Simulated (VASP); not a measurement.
CaO:

```
Ca O
1.0
     0.00000    2.35449    2.35449
     2.35449    0.00000    2.35449
     2.35449    2.35449    0.00000
Ca O
1 1
Direct
  0.00000 0.00000 0.00000
  0.50000 0.50000 0.50000
```

Base run:

| Property | Result |
| --- | --- |
| Program | VASP 6.6.1 |
| Functional | r2SCAN |
| Potentials or basis | VASP PAW PBE potentials, release 64 (Ca_sv, O) |
| Cutoff | 520 eV |
| k mesh | 10 × 10 × 10 |
| Occupations | fermi-dirac, width 0.05 eV |
| Spin | no spin polarisation |

Its results: band gap on the k mesh 4.16 eV (least direct gap 4.52 eV); pressure 8.5 GPa.

Problem. The run is repeated on the same cell with these changes: functional from r2SCAN to b88 exchange, pbe correlation; cutoff from 520 eV to 600 eV. What comes out?

Solution. Band gap on the k mesh 3.64 eV (least direct gap 3.99 eV); pressure 10.0 GPa.

Caveats: the cell stands under pressure; the PAW data sets were made with another functional, which shifts forces and pressure a little.

A k mesh can miss the band edges.
